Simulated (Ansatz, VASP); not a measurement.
# Al: VASP beside Ansatz

```
Al
1.0
     2.73000    0.00000    0.00000
    -1.36500    2.36425    0.00000
     0.00000    0.00000    4.93510
Al
2
Direct
  0.66667 0.33333 0.75000
  0.33333 0.66667 0.25000
```

Alike in both runs: task single point; functional PBEsol; k mesh 18 × 18 × 10; occupations gaussian, width 0.15 eV; no spin polarisation.

|  | VASP | Ansatz |
| --- | --- | --- |
| version | VASP 6.6.1 | Ansatz 0.2.0 |
| potentials or method | VASP PAW PBE potentials, release 64 (Al), cutoff 520 eV | scalar-relativistic, plane waves, PAW |
| valence electrons in the cell | 6 | 6 |

Ansatz gave:

| Property | Result |
| --- | --- |
| gap on the k mesh at the Fermi level (eV) | none |
| pressure (GPa) | 3.0 |
| traceless stress, the component that is largest in VASP (GPa) | -5.23 |

Question: What did VASP give for the same quantities?

Answer: gap on the k mesh at the Fermi level (eV): none; pressure (GPa): 3.1; traceless stress, the component that is largest in VASP (GPa): -5.28.

VASP's potentials were made for PBE, not for PBEsol, and Ansatz warns of the same on its side. A gap of «none» marks a metal or a gap that the smearing closes.
